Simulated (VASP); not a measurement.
# H3W8C9 in VASP: single point with LDA

Aim: the single point of H3W8C9 with LDA.

Everything below comes from runs of VASP 6.6.1. Logs are shortened: lines on timing, memory, paths and dates and some standing lists are left out, and cuts for length are marked.

### 1 The cell of the first run

The cell holds a slab with vacuum, 20 atoms: a = 5.716 Å, b = 5.610 Å, c = 16.125 Å, α = 90.00°, β = 90.00°, γ = 90.00°.

### 2 Single point, LDA

INCAR reads:

```
SYSTEM = H3W8C9
PREC = Accurate
ENCUT = 520
EDIFF = 1E-6
ISMEAR = 0
SIGMA = 0.1
LREAL = Auto
LASPH = .TRUE.
NELM = 100
ALGO = Normal
ISIF = 2
LWAVE = .FALSE.
LCHARG = .FALSE.
NBANDS = 92
```

KPOINTS reads:

```
regular mesh
0
G
  4 5 1
  0 0 0
```

POSCAR reads:

```
H3W8C9
1.0
    5.7156600000      0.0000000000      0.0000000000
    0.0000000000      5.6104000000      0.0000000000
    0.0000000000      0.0000000000     16.1249220000
W C H
8 9 3
Direct
    0.0000000000      0.0000000000      0.0620158039
    0.2520779752      0.0006256238      0.2098187514
    0.0000000000      0.5000000000      0.0620158039
    0.2513924901      0.4987979467      0.2116789154
    0.5000000000      0.0000000000      0.0620158039
    0.7490095632     -0.0007924569      0.2072212814
    0.5000000000      0.5000000000      0.0620158039
    0.7563184304      0.5032954870      0.2137091268
    0.0088976601      0.2524884144      0.1599455799
    0.4784073930      0.2467613717      0.2783723853
   -0.0057832341      0.7496581349      0.1521625965
    0.0481260257      0.7578074647      0.2818942008
    0.5146954158      0.2506143947      0.1513351196
    0.7063728423      0.2447381648      0.3097345835
    0.4947421645      0.7476024882      0.1596885244
    0.8446004486      0.8053937331      0.3283642550
    0.8099977955      0.0584430700      0.3673112341
    0.7578263928     -0.3415104092      0.3624103732
    0.9842515125      0.1176589904      0.3882725138
    0.6970397119      0.0383562669      0.4222446471
```

Potentials or basis: VASP PAW LDA potentials, release 64 (W_sv, C, H).

Started as:

```
> cat potpaw_LDA.64/W_sv/POTCAR potpaw_LDA.64/C/POTCAR potpaw_LDA.64/H/POTCAR > POTCAR
> mpirun -np 1 vasp_std > vasp.out
```

OUTCAR:

```text
SYSTEM = H3W8C9
   PREC = Accurate
   ENCUT = 520
   EDIFF = 1E-6
   ISMEAR = 0
   LREAL = Auto
   LASPH = .TRUE.
   NELM = 100
   ISIF = 2

 ion  position               nearest neighbor table
   1  0.000  0.000  0.062-  11 2.02   9 2.12   6 2.75   2 2.78   3 2.81   3 2.81   5 2.86   5 2.86

   2  0.252  0.001  0.210-  12 2.14   9 2.14  15 2.14  10 2.19  11 2.24  13 2.26   5 2.77   1 2.78
                             4 2.80   4 2.82   6 2.84   6 2.88
   3  0.000  0.500  0.062-  11 2.02   9 2.10   1 2.81   1 2.81   4 2.81   8 2.81   7 2.86   7 2.86

   4  0.251  0.499  0.212-   9 2.13  15 2.14  12 2.18  10 2.20  11 2.25  13 2.27   2 2.80   7 2.80
                             3 2.81   2 2.82   8 2.83   8 2.89
   5  0.500  0.000  0.062-  13 2.01  15 2.12   6 2.74   2 2.77   7 2.81   7 2.81   1 2.86   1 2.86

   6  0.749  0.999  0.207-  13 2.14  14 2.17  15 2.17  11 2.17   9 2.19  16 2.30  10 2.37  12 2.49
                            17 2.63   5 2.74   1 2.75   8 2.78   8 2.83   2 2.84   2 2.88
   7  0.500  0.500  0.062-  13 2.01  15 2.10   4 2.80   5 2.81   5 2.81   8 2.85   3 2.86   3 2.86

   8  0.756  0.503  0.214-  14 2.14  11 2.18   9 2.19  15 2.21  13 2.22  10 2.38  12 2.46  16 2.56
                             6 2.78   3 2.81   4 2.83   6 2.83   7 2.85   4 2.89
   9  0.009  0.252  0.160-   3 2.10   1 2.12   4 2.13   2 2.14   6 2.19   8 2.19
  10  0.478  0.247  0.278-  14 1.40  13 2.06   2 2.19   4 2.20   6 2.37   8 2.38
  11  0.994  0.750  0.152-   3 2.02   1 2.02   6 2.17   8 2.18   2 2.24   4 2.25
  12  0.048  0.758  0.282-  16 1.41   2 2.14   4 2.18   8 2.46   6 2.49
  13  0.515  0.251  0.151-   7 2.01   5 2.01  10 2.06   6 2.14   8 2.22   2 2.26   4 2.27
  14  0.706  0.245  0.310-  10 1.40  17 1.52   8 2.14   6 2.17
  15  0.495  0.748  0.160-   7 2.10   5 2.12   4 2.14   2 2.14   6 2.17   8 2.21
  16  0.845  0.805  0.328-  18 1.11  12 1.41  17 1.56   6 2.30   8 2.56
  17  0.810  0.058  0.367-  20 1.10  19 1.10  14 1.52  16 1.56   6 2.63
  18  0.758  0.658  0.362-  16 1.11
  19  0.984  0.118  0.388-  17 1.10
  20  0.697  0.038  0.422-  17 1.10

  LATTYP: Found a simple orthorhombic cell.
 ALAT       =     5.6104000000
 B/A-ratio  =     1.0187615856
 C/A-ratio  =     2.8741127192

  Lattice vectors:

 A1 = (   0.0000000000,  -5.6104000000,   0.0000000000)
 A2 = (   5.7156600000,   0.0000000000,   0.0000000000)
 A3 = (   0.0000000000,   0.0000000000,  16.1249220000)

Analysis of symmetry for initial positions (statically):
=====================================================================
 Subroutine PRICEL returns:
 Original cell was already a primitive cell.

 Routine SETGRP: Setting up the symmetry group for a
 simple orthorhombic supercell.

 Subroutine GETGRP returns: Found  1 space group operations
 (whereof  1 operations were pure point group operations)
 out of a pool of  8 trial point group operations.

The static configuration has the point symmetry C_1 .

Analysis of symmetry for dynamics (positions and initial velocities):
=====================================================================
 Subroutine PRICEL returns:
 Original cell was already a primitive cell.

 Routine SETGRP: Setting up the symmetry group for a
 simple orthorhombic supercell.

 Subroutine GETGRP returns: Found  1 space group operations
 (whereof  1 operations were pure point group operations)
 out of a pool of  8 trial point group operations.

The dynamic configuration has the point symmetry C_1 .

 Subroutine INISYM returns: Found  1 space group operations
 (whereof  1 operations are pure point group operations),
 and found     1 'primitive' translations

----------------------------------------------------------------------------------------

                                     Primitive cell

  volume of cell :     517.0801

  direct lattice vectors                    reciprocal lattice vectors
     5.715660000  0.000000000  0.000000000     0.174957923  0.000000000  0.000000000
     0.000000000  5.610400000  0.000000000     0.000000000  0.178240411  0.000000000
     0.000000000  0.000000000 16.124922000     0.000000000  0.000000000  0.062015804

  length of vectors
     5.715660000  5.610400000 16.124922000     0.174957923  0.178240411  0.062015804

  position of ions in fractional coordinates (direct lattice)
     0.000000000  0.000000000  0.062015804
     0.252077975  0.000625624  0.209818751
     0.000000000  0.500000000  0.062015804
     0.251392490  0.498797947  0.211678915
     0.500000000  0.000000000  0.062015804
     0.749009563  0.999207543  0.207221281
[... 12 lines left out ...]
     0.984251513  0.117658990  0.388272514
     0.697039712  0.038356267  0.422244647

  ion indices of the primitive-cell ions
   primitive index   ion index
                 1           1
                 2           2
                 3           3
                 4           4
                 5           5
                 6           6
[... 12 lines left out ...]
                19          19
                20          20

----------------------------------------------------------------------------------------

 KPOINTS: regular mesh

Automatic generation of k-mesh.
 Grid dimensions read from file:
 generate k-points for:    4    5    1

 Generating k-lattice:

  Cartesian coordinates                     Fractional coordinates (reciprocal lattice)
     0.043739481  0.000000000  0.000000000     0.250000000  0.000000000  0.000000000
     0.000000000  0.035648082  0.000000000     0.000000000  0.200000000  0.000000000
     0.000000000  0.000000000  0.062015804     0.000000000  0.000000000  1.000000000

  Length of vectors
     0.043739481  0.035648082  0.062015804

  Shift w.r.t. Gamma in fractional coordinates (k-lattice)
     0.000000000  0.000000000  0.000000000

 Subroutine IBZKPT returns following result:
 ===========================================

 Found     11 irreducible k-points:

 Following reciprocal coordinates:
            Coordinates               Weight
  0.000000  0.000000  0.000000      1.000000
  0.250000  0.000000  0.000000      2.000000
  0.500000  0.000000  0.000000      1.000000
  0.000000  0.200000  0.000000      2.000000
  0.250000  0.200000  0.000000      2.000000
 -0.250000  0.200000  0.000000      2.000000
  0.500000  0.200000  0.000000      2.000000
  0.000000  0.400000  0.000000      2.000000
  0.250000  0.400000  0.000000      2.000000
 -0.250000  0.400000  0.000000      2.000000
  0.500000  0.400000  0.000000      2.000000
   k-points           NKPTS =     11   k-points in BZ     NKDIM =     11   number of bands    NBANDS=     92
   number of dos      NEDOS =    301   number of ions     NIONS =     20
   total plane-waves  NPLWV = 241920
   dimension x,y,z NGX =    48 NGY =   42 NGZ =  120
   dimension x,y,z NGXF=    96 NGYF=   84 NGZF=  240
   ions per type =               8   9   3
   NGX,Y,Z   is equivalent  to a cutoff of  13.96, 12.45, 12.37 a.u.
   NGXF,Y,Z  is equivalent  to a cutoff of  27.92, 24.89, 24.74 a.u.
 SYSTEM =  H3W8C9
   PREC   = accura    normal or accurate (medium, high low for compatibility)
   ISTART =      0    job   : 0-new  1-cont  2-samecut
   ICHARG =      2    charge: 1-file 2-atom 10-const
   ISPIN  =      1    spin polarized calculation?
   LNONCOLLINEAR =      F non collinear calculations
   LSORBIT =      F    spin-orbit coupling
   LASPH  =      T    aspherical Exc in radial PAW
   ENCUT  =  520.0 eV  38.22 Ry    6.18 a.u.  10.63 10.43 29.98*2*pi/ulx,y,z
   NELM   =    100;   NELMIN=  2; NELMDL= -5     # of ELM steps
   EDIFF  = 0.1E-05   stopping-criterion for ELM
   LREAL  =      T    real-space projection
   EDIFFG = 0.1E-04   stopping-criterion for IOM
   NSW    =      0    number of steps for IOM
   IBRION =     -1    ionic relax: 0-MD 1-quasi-New 2-CG
   NFREE  =      0    steps in history (QN), initial steepest desc. (CG)
   ISIF   =      2    stress and relaxation
   ISYM   =      2    0-nonsym 1-usesym 2-fastsym
   POTIM  = 0.5000    time-step for ionic-motion
   TEBEG  =    0.0;   TEEND  =   0.0 temperature during run
   PSTRESS=    0.0 pullay stress
   NELECT =     151.0000    total number of electrons
   NUPDOWN=      -1.0000    fix difference up-down
   EMIN   =  10.00;   EMAX   =-10.00  energy-range for DOS
   EFERMI =   0.00;   METHOD = LEGACY
   ISMEAR =     0;   SIGMA  =   0.10  broadening in eV -4-tet -1-fermi 0-gaus
   EFERMI_NEDOS =   21; number of points for ismear=-14 and -15
   IALGO  =     38    algorithm
   IMIX   =      4    mixing-type and parameters
     AMIX     =   0.40;   BMIX     =  1.00
     AMIX_MAG =   1.60;   BMIX_MAG =  1.00
  volume/ion in A,a.u.               =      25.85       174.47
  Fermi-wavevector in a.u.,A,eV,Ry     =   1.086128  2.052485 16.050454  1.179675
  Thomas-Fermi vector in A             =   2.222258
   LORBIT       =      0    0 simple, 1 ext, 2 COOP (PROOUT), +10 PAW based schemes
   GGA     = CA    functional components
   LHFCALC =     F    Hartree Fock is set to
   AEXX    =    0.0000 exact exchange contribution
   IVDW    =     0    specifies the selected vdW correction
   LEPSILON=     F    determine dielectric tensor
   LRPA    =     F    only Hartree local field effects (RPA)
 non-spin polarized calculation
 Gauss-broadening in eV      SIGMA  =   0.10
  energy-cutoff  :      520.00
  volume of cell :      517.08
 maximum number of plane-waves:     13975
 NGX is ok and might be reduce to    48
   NGX = 21   NGY = 21   NGZ = 59

 number of electron     150.9999977 magnetization

 Free energy of the ion-electron system (eV)
  ---------------------------------------------------
  ext. energy  EPLUGINS =         0.00000000
  ---------------------------------------------------
  free energy    TOTEN  =      -198.70466999 eV

  energy without entropy =     -198.66474515  energy(sigma->0) =     -198.68470757

 E-fermi :   1.1443     XC(G=0):  -6.2048

 val. band max:        1.1277261501   @ k =   0.5000   0.4000   0.0000
 cond. band min:       1.1466509850   @ k =   0.2500   0.0000   0.0000
 fundamental gap:      0.0189248349
 Fermi energy:         1.1442521041

 k-point     1 :       0.0000    0.0000    0.0000
  band No.  band energies     occupation
      1     -73.1793      2.00000
      2     -72.9710      2.00000
      3     -72.9525      2.00000
      4     -72.8237      2.00000
      5     -72.7343      2.00000
      6     -72.6692      2.00000
[... 79 lines left out ...]
     86       3.6672      0.00000
     87       3.8172      0.00000

 k-point     2 :       0.2500    0.0000    0.0000
  band No.  band energies     occupation
      1     -73.1785      2.00000
      2     -72.9695      2.00000
      3     -72.9534      2.00000
      4     -72.8252      2.00000
      5     -72.7322      2.00000
      6     -72.6713      2.00000
[... 799 lines left out ...]
     86       2.8238      0.00000
     87       3.0186      0.00000

 k-point    11 :       0.5000    0.4000    0.0000
  band No.  band energies     occupation
      1     -73.1751      2.00000
      2     -72.9704      2.00000
      3     -72.9502      2.00000
      4     -72.8310      2.00000
      5     -72.7239      2.00000
      6     -72.6686      2.00000
[... 79 lines left out ...]
     86       2.3202      0.00000
     87       2.8220      0.00000
 [bands above 87 left out]

------------------------ aborting loop because EDIFF is reached ----------------------------------------

  FORCE on cell =-STRESS in cart. coord.  units (eV):
  Direction    XX          YY          ZZ          XY          YZ          ZX
  --------------------------------------------------------------------------------------
  -------------------------------------------------------------------------------------
  Total      -13.7760538     -4.1016022      1.6041417      1.6269751      0.0327390      0.0572374
  in kB      -42.6852253    -12.7088510      4.9704475      5.0411969      0.1014422      0.1773507
  external PRESSURE =     -16.8078763 kB  Pullay stress =       0.0000000 kB

 VOLUME and BASIS-vectors are now :
 -----------------------------------------------------------------------------
  energy-cutoff  :      520.00
  volume of cell :      517.08
      direct lattice vectors                 reciprocal lattice vectors
     5.715660000  0.000000000  0.000000000     0.174957923  0.000000000  0.000000000
     0.000000000  5.610400000  0.000000000     0.000000000  0.178240411  0.000000000
     0.000000000  0.000000000 16.124922000     0.000000000  0.000000000  0.062015804

 POSITION                                       TOTAL-FORCE (eV/Angst)
 -----------------------------------------------------------------------------------
      0.00000      0.00000      1.00000         0.003487      0.422858     -0.182824
      1.44079      0.00351      3.38331        -0.008099     -0.004612      0.074179
      0.00000      2.80520      1.00000        -0.014510     -0.458536      0.133163
      1.43687      2.79846      3.41331         0.001472      0.006007      0.079861
      2.85783      0.00000      1.00000        -0.021524     -0.518232     -0.411257
      4.28108      5.60595      3.34143        -0.003759     -0.026213      0.041998
[... 12 lines left out ...]
      5.62565      0.66011      6.26086         0.052325      0.012560      0.019630
      3.98404      0.21519      6.80866        -0.032790      0.002102      0.044331
 -----------------------------------------------------------------------------------
    total drift:                                0.000716     -0.000324      0.017483

  FREE ENERGIE OF THE ION-ELECTRON SYSTEM (eV)
  ---------------------------------------------------
  free  energy   TOTEN  =      -198.7046699936 eV

  energy  without entropy=     -198.6647451503  energy(sigma->0) =     -198.68470757
```

It took 28 min on 1 thread of Intel Xeon 8259CL, shared host; peak memory 0.61 GiB.

Results:

* Free energy: -198.7047 eV
* Largest force: 0.662 eV/Å
* Band gap on the k mesh: zero (an odd number of electrons rules out a gap without spin polarisation)

Forces on the atoms (eV/Å):
```
W    0.003  0.423 -0.183
W   -0.008 -0.005  0.074
W   -0.015 -0.459  0.133
W    0.001  0.006  0.080
W   -0.022 -0.518 -0.411
W   -0.004 -0.026  0.042
W    0.013  0.553 -0.128
W   -0.005  0.030  0.053
C    0.000 -0.003 -0.003
C   -0.037  0.001  0.039
C    0.005 -0.005  0.033
C    0.040 -0.021  0.006
C   -0.008  0.004  0.034
C    0.040  0.037  0.104
C    0.014 -0.007  0.006
C    0.001  0.001  0.046
C   -0.011  0.010 -0.007
H   -0.030 -0.037  0.018
H    0.052  0.013  0.020
H   -0.033  0.002  0.044
```

Caveat: there is no dipole correction, which matters where the two faces differ; spin-orbit coupling is left out, which moves the levels of the heavy elements; an odd number of electrons without spin polarisation forces a metal; a magnetic or distorted state may lie lower.
